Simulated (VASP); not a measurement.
HgTe:

```
Hg Te
1.0
     0.00000    2.92150    2.92150
     2.92150    0.00000    2.92150
     2.92150    2.92150    0.00000
Hg Te
1 1
Direct
  0.00000 0.00000 0.00000
  0.50000 0.50000 0.50000
```

Base run:

* Program: VASP 6.6.1
* Functional: PBEsol
* Potentials or basis: VASP PAW PBE potentials, release 64 (Hg, Te)
* Cutoff: 520 eV
* k mesh: 12 × 12 × 12
* Occupations: fermi-dirac, width 0.08 eV
* Spin: no spin polarisation

Its results: band gap on the k mesh zero (bands 9 and 10 overlap by 3.27 eV); pressure 6.4 GPa.

After a change of settings the same cell gave: band gap on the k mesh zero (bands 9 and 10 overlap by 3.24 eV); pressure 10.7 GPa. Which change was it?
A. functional from PBEsol to LDA; potentials or basis from VASP PAW PBE potentials, release 64 (Hg, Te) to VASP PAW LDA potentials, release 64 (Hg, Te)
B. functional from PBEsol to PBE
C. k mesh from 12 × 12 × 12 to 18 × 18 × 18; occupations from fermi-dirac, width 0.08 eV to fermi-dirac, width 0.005 eV

B.

PBE binds less tightly than PBEsol, so the same cell stands under more pressure.

Caveats: the cell stands under pressure; spin-orbit coupling is left out, which moves the levels of the heavy elements; the PAW data sets were made with another functional, which shifts forces and pressure a little (at least some runs).
